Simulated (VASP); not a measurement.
Set up this calculation in VASP 6.6.1, as the native input.

```
Task                   : single point
Functional             : PBEsol
Potentials or basis    : VASP PAW PBE potentials, release 64 (V_sv)
Cutoff                 : 520 eV
k mesh                 : 6 × 6 × 4
Occupations            : gaussian, width 0.1 eV
Spin                   : collinear spin, ferromagnetic start
Starting moments       : [1.21, 1.21] μB
Dipole correction      : no
Further INCAR settings : ALGO = Normal; EDIFF = 1e-06; NBANDS = 24
```

The structure of V lies in POSCAR:

```
V
1.0
    2.5606983349      0.0000000000      0.0000000000
   -1.2803491675      2.2176298095      0.0000000000
    0.0000000000      0.0000000000      4.6703746553
V
2
Direct
    0.3333333333      0.6666666667      0.2500000000
    0.6666666667      0.3333333333      0.7500000000
```

This isn't the form of V at room conditions, which is bcc.

These files were run (other wordings do the same):

INCAR

```
SYSTEM = V
ALGO     = Normal         ! electronic algorithm
EDIFF    = 1E-6           ! SCF threshold, eV
ENCUT    = 520            ! plane-wave cutoff, eV
GGA      = PS             ! functional
ISIF     = 2              ! what is computed and relaxed
ISMEAR   = 0              ! smearing method
ISPIN    = 2              ! spin polarisation
LASPH    = .TRUE.         ! aspherical terms in the spheres
LCHARG   = .TRUE.         ! write CHGCAR
LELF     = .TRUE.         ! ELF
LMAXMIX  = 4              ! l up to which the mixer works
LORBIT   = 11             ! projections on sites
LREAL    = .FALSE.        ! projectors in reciprocal space
LVHAR    = .TRUE.       
LWAVE    = .FALSE.        ! write WAVECAR
MAGMOM   = 1.21 1.21      ! initial moments
NBANDS   = 24             ! bands
NELM     = 150            ! most SCF steps
PREC     = Accurate       ! precision mode
SIGMA    = 0.1            ! smearing width, eV
```

KPOINTS

```
k-points
0
G
  6 6 4
  0 0 0
```

Potentials or basis: VASP PAW PBE potentials, release 64 (V_sv).

Command:

```console
$ cat potpaw_PBE.64/V_sv/POTCAR > POTCAR
$ mpirun -np 1 vasp_std > vasp.out
```

Results of the run:

The pressure is 0.2 GPa. The band gap on the k mesh is zero (filled and empty bands overlap), the net moment is 0.00 μB per cell and the valence electrons inside the program's atomic spheres are V 11.72.

Caveat: the k points lie up to 0.47 Å⁻¹ apart, too coarse for converged energies and pressures of a metal; the PAW data sets were made with another functional, which shifts forces and pressure a little.

Run time: 30 s on 1 thread of Intel Xeon 8259CL (shared host), peak memory 0.16 GiB.
